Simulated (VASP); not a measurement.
Runs of VASP 6.6.1 on TaN. The structure is that of space group Fm-3m (No. 225), or close to it. The cells are those of the table. 

```csv
cell,gap on the mesh (eV),pressure (GPa)
"a = 3.109, b = 3.109, c = 4.594 Å, 4 atoms",none,-11.0
"a = 3.109, b = 3.109, c = 4.528 Å, 4 atoms",none,-7.4
"a = 3.109, b = 3.109, c = 4.462 Å, 4 atoms",none,(a)
"a = 3.155, b = 3.155, c = 4.366 Å, 4 atoms",none,(b)
"a = 3.155, b = 3.155, c = 4.357 Å, 4 atoms",none,-4.8
```

Alike in all rows: task single point; level r2SCAN; potentials or basis VASP PAW PBE potentials, release 64 (Ta_pv, N); no spin polarisation; k mesh 16 × 16 × 12; cutoff (eV) 520; smearing gaussian 0.1 eV.

Question: Estimate the missing entries.

Answer: (a) -3.1; (b) -5.5.

Caveats: the cell stands under tension; the PAW data sets were made with another functional, which shifts forces and pressure a little; spin-orbit coupling is left out, which moves the levels of the heavy elements.

A k mesh can miss the band edges, and the runs leave out spin-orbit coupling on Ta.

A gap of «none» marks levels without a gap at the run's occupations.
